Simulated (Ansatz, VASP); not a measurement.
## Two plane-wave programs on K3TeH

```
CELL_PARAMETERS angstrom
5.70969 0.00000 0.00000
-2.85484 4.94474 0.00000
0.00000 0.00000 9.51672
ATOMIC_POSITIONS crystal
K 0.33333 0.66667 0.36796
K 0.66667 0.33333 0.36796
K 0.00000 0.00000 0.88765
Te 0.00000 0.00000 0.23956
H 0.00000 0.00000 0.62940
```

Alike in both runs: task relaxation of cell and atoms; functional PBE; k mesh 6 × 6 × 4; occupations gaussian, width 0.02 eV; no spin polarisation.

|  | VASP | Ansatz |
| --- | --- | --- |
| version | VASP 6.6.1 | Ansatz 0.2.0 |
| potentials or method | VASP PAW PBE potentials, release 64 (K_sv, Te, H), cutoff 600 eV | scalar-relativistic, plane waves, PAW |
| valence electrons in the cell | 34 | 44 |

```tsv
	VASP	Ansatz	Ansatz less VASP
gap on the k mesh at the Fermi level, each at its own relaxed structure (eV)	1.34	1.34	-0.004
relaxed volume (Å³/atom)	54.74	54.86	+0.119
relaxed cell length with the largest relative difference (Å)	9.476	9.489	+0.0125
```

VASP's potentials hold 34 valence electrons a cell and Ansatz's 44, so a difference there can come from the potentials and not from the codes.

Neither program's run includes spin-orbit coupling.
